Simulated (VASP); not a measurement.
A run of VASP 6.6.1 is set up as follows.

Contents of INCAR:

```
SYSTEM = TiSi2
PREC = Accurate ; ENCUT = 520
EDIFF = 1E-6 ; ISMEAR = -1
SIGMA = 0.05 ; LREAL = .False.
LASPH = .True. ; NELM = 150
ALGO = Normal ; ISIF = 2
LWAVE = .False. ; LCHARG = .True.
LMAXMIX = 4 ; LDAU = .True.
LDAUTYPE = 2 ; LDAUL = 2 -1
LDAUU = 5 0 ; LDAUJ = 0 0
LDAUPRINT = 1 ; GGA = PE
LELF = .True. ; LVHAR = .True.
NBANDS = 29
```

File KPOINTS:

```
regular mesh
0
Gamma
  7 7 7
  0 0 0
```

File POSCAR:

```
TiSi2
1.0
    0.0000000000      4.1175163063      4.2628978354
    2.3895119538      0.0000000000      4.2628978354
    2.3895119538      4.1175163063      0.0000000000
Ti Si
2 4
Direct
    0.7500000000      0.7500000000      0.7500000000
    0.5000000000      0.5000000000      0.5000000000
    0.4125656100      0.0874343900      0.4125656100
    0.0874343900      0.4125656100      0.0874343900
    0.1625656100      0.8374343900      0.1625656100
    0.8374343900      0.1625656100      0.8374343900
```

Potentials or basis: VASP PAW PBE potentials, release 64 (Ti_sv, Si).

The run is started by

```sh
$ cat potpaw_PBE.64/Ti_sv/POTCAR potpaw_PBE.64/Si/POTCAR > POTCAR
$ mpirun -np 1 vasp_std > vasp.out
```

Problem. Estimate the band gap on the k mesh.

Solution. Zero (bands 20 and 21 overlap by 1.97 eV).

Problem. Estimate the largest force.

Solution. 0.148 eV/Å.

Stress tensor (GPa, compression positive):
```
8.72 0.00 0.00
0.00 6.68 0.00
0.00 0.00 9.31
```

Caveat: the cell stands under pressure; U without spin polarisation on a metal has little footing; the U is typed as a test and isn't derived for this compound.
